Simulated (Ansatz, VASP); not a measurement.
Two plane-wave programs on RbBr

POSCAR

```
RbBr
1.0
    0.0000000000      3.5303250000      3.4275000000
    3.5303250000      0.0000000000      3.4275000000
    3.5303250000      3.5303250000      0.0000000000
Rb Br
1 1
Direct
    0.0000000000      0.0000000000      0.0000000000
    0.5000000000      0.5000000000      0.5000000000
```

INCAR.step1

```
SYSTEM = RbBr
PREC = Accurate
ENCUT = 520
ISMEAR = 0
SIGMA = 0.05
LREAL = .FALSE.
LASPH = .TRUE.
NELM = 100
NBANDS = 15
GGA = PE
ALGO = Normal
EDIFF = 1E-4
LWAVE = .TRUE.
LCHARG = .FALSE.
```

Contents of INCAR.step2:

```
SYSTEM = RbBr
PREC = Accurate
ENCUT = 520
EDIFF = 1E-6
ISMEAR = 0
SIGMA = 0.05
LREAL = .FALSE.
LASPH = .TRUE.
NELM = 100
ALGO = Normal
ISIF = 2
LWAVE = .FALSE.
LCHARG = .FALSE.
METAGGA = R2SCAN
LMIXTAU = .TRUE.
NBANDS = 15
ISTART = 1
```

KPOINTS

```
regular mesh
0
G
  6 6 6
  0 0 0
```

Input for Ansatz:

```yaml
crystal:
  lattice:
    - [0.0, 3.530325, 3.4275]
    - [3.530325, 0.0, 3.4275]
    - [3.530325, 3.530325, 0.0]
  atoms:
    - { symbol: Rb, position: [0.0, 0.0, 0.0] }
    - { symbol: Br, position: [0.5, 0.5, 0.5] }
basis:
  ecutwfc: 500
kpoints:
  mp_grid: { grid: [6, 6, 6] }
hamiltonian:
  xc: r2scan
scf:
  occupations: { method: gaussian, width: 0.05 }
output:
  forces: true
  stress: true
  eigenvalues: true
```

Change from the starting cell: strain +0.030 along x and y, +0.000 along z, atoms carried along.

Alike in both runs: task single point; functional r2SCAN; k mesh 6 × 6 × 6; occupations gaussian, width 0.05 eV; no spin polarisation.

|  | VASP | Ansatz |
| --- | --- | --- |
| version | VASP 6.6.1 | Ansatz 0.2.0 |
| potentials or method | VASP PAW PBE potentials, release 64 (Rb_sv, Br), cutoff 520 eV | scalar-relativistic, plane waves, PAW |
| valence electrons in the cell | 16 | 16 |

```csv
,VASP,Ansatz,Ansatz less VASP
gap on the k mesh at the Fermi level (eV),4.80,4.80,0.000
least direct gap on the mesh (eV),4.80,4.80,0.000
pressure (GPa),-0.3,-0.3,-0.02
"traceless stress, the component that is largest in VASP (GPa)",0.55,0.55,-0.005
```

VASP's potentials were made for PBE, not for r2SCAN. The functional is the same, so the differences come from potentials, cutoffs and numerics.
